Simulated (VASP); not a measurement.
A run of VASP 6.6.1 is set up as follows.

POSCAR

```
B
1.0
    1.8852400000      0.0000000000      0.0000000000
    0.0000000000      1.8852400000      0.0000000000
    0.0000000000      0.0000000000      1.8852400000
B
1
Direct
    0.5000000000      0.5000000000      0.5000000000
```

INCAR.step1

```
ALGO = Normal
EDIFF = 1E-5
ENCUT = 600
GGA = PE
ISMEAR = -1
LASPH = True
LCHARG = False
LREAL = False
LWAVE = True
NBANDS = 8
NELM = 80
PREC = Accurate
SIGMA = 0.05
```

The input INCAR.step2:

```
AEXX = 0.25
ALGO = Normal
EDIFF = 1E-6
EDIFFG = -0.01
ENCUT = 600
GGA = PS
HFSCREEN = 0.207
IBRION = 2
ISIF = 3
ISMEAR = -1
ISTART = 1
LASPH = True
LCHARG = False
LHFCALC = True
LREAL = False
LWAVE = False
NELM = 80
NSW = 60
PREC = Accurate
PRECFOCK = Normal
SIGMA = 0.05
```

Contents of KPOINTS:

```
k-points
0
Gamma
  7 7 7
```

Potentials or basis: VASP PAW PBE potentials, release 64 (B).

The run is started by

```sh
$ cat potpaw_PBE.64/B/POTCAR > POTCAR
$ cp INCAR.step1 INCAR
$ mpirun -np 1 vasp_std > vasp.out
$ cp INCAR.step2 INCAR
$ mpirun -np 1 vasp_std > vasp.out
```

Problem. What does it give for the relaxed volume?

Solution. 6.53 Å³/atom.

Problem. What does it give for the relaxed cell?

Solution. a = 1.869 Å, b = 1.869 Å, c = 1.869 Å, α = 90.00°, β = 90.00°, γ = 90.00°.

Problem. Predict the space group after relaxing (to 0.1 Å).

Solution. Pm-3m (No. 221).

Final structure:
```
CELL_PARAMETERS angstrom
1.86879 0.00000 0.00000
0.00000 1.86879 0.00000
0.00000 0.00000 1.86879
ATOMIC_POSITIONS crystal
B 0.50000 0.50000 0.50000
```

Caveat: the k points lie up to 0.48 Å⁻¹ apart in the final cell, too coarse for converged energies and pressures of a metal; the PAW data sets were made with another functional, which shifts forces and pressure a little.
